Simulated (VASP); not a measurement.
MgO, 2 atoms in the cell. The structure is cubic, space group Fm-3m (No. 225). Conventional cell: a = 4.411 Å, b = 4.411 Å, c = 4.411 Å, α = 90.00°, β = 90.00°, γ = 90.00°. Mg (site symmetry m-3m) has 6 O at 2.21 Å within 2.9 Å. O (site symmetry m-3m) has 6 Mg at 2.21 Å within 2.9 Å. 

```yaml
Program: VASP 6.6.1
Task: single point
Functional: PBE
Potentials_or_basis: VASP PAW PBE potentials, release 64 (Mg, O)
Cutoff: 520 eV
k_mesh: 9 × 9 × 9
Occupations: fermi-dirac, width 0.05 eV
Spin: no spin polarisation
Dipole_correction: no
Further_INCAR_settings: ALGO = Normal; EDIFF = 1e-06; NBANDS = 11
```

Potentials or basis: VASP PAW PBE potentials, release 64 (Mg, O).

The run is started by

```bash
$ cat potpaw_PBE.64/Mg/POTCAR potpaw_PBE.64/O/POTCAR > POTCAR
$ mpirun -np 1 vasp_std > vasp.out
```

Hardware: 1 thread of Intel(R) Xeon(R) 6975P-C (Granite Rapids), with other jobs on the host.

**Question.** How long does it take, and how much memory?

**Answer.** Run time: 4 s on 1 thread of Intel(R) Xeon(R) 6975P-C (Granite Rapids) (shared host), peak memory 0.14 GiB. Counts: scf iterations 12, k points 35.
